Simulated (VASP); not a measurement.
Runs of VASP 6.6.1 on Au. The structure is that of space group P6_3/mmc (No. 194), or close to it. The cells are those of the table. 

```tsv
task	cell	cutoff (eV)	smearing	gap on the mesh (eV)	pressure (GPa)
single point	a = 2.882, b = 2.882, c = 4.779 Å, angles 90.0, 90.0, 121.4°, 2 atoms, atomic positions A	520	gaussian 0.1 eV	none	(a)
single point	a = 2.817, b = 2.817, c = 4.666 Å, angles 90.0, 90.0, 121.1°, 2 atoms, atomic positions A	520	gaussian 0.1 eV	none	25.0
relaxation of cell and atoms	relaxed from a = 2.943, b = 2.943, c = 4.892 Å, angles 90.0, 90.0, 121.7°, 2 atoms, atomic positions A	600	fermi-dirac 0.15 eV	none	0.0
single point	a = 2.850, b = 2.850, c = 4.723 Å, angles 90.0, 90.0, 121.3°, 2 atoms, atomic positions A	520	gaussian 0.1 eV	none	16.7
```

Alike in all rows: level PBE; potentials or basis VASP PAW PBE potentials, release 64 (Au); no spin polarisation; k mesh 16 × 16 × 10.

Task: Estimate the missing entries.

Result: (a) 9.9.

Caveats: spin-orbit coupling is left out, which moves the levels of the heavy elements; the cell stands under pressure (at least some runs).

A k mesh can miss the band edges, and the runs leave out spin-orbit coupling on Au.

A gap of «none» marks levels without a gap at the run's occupations.
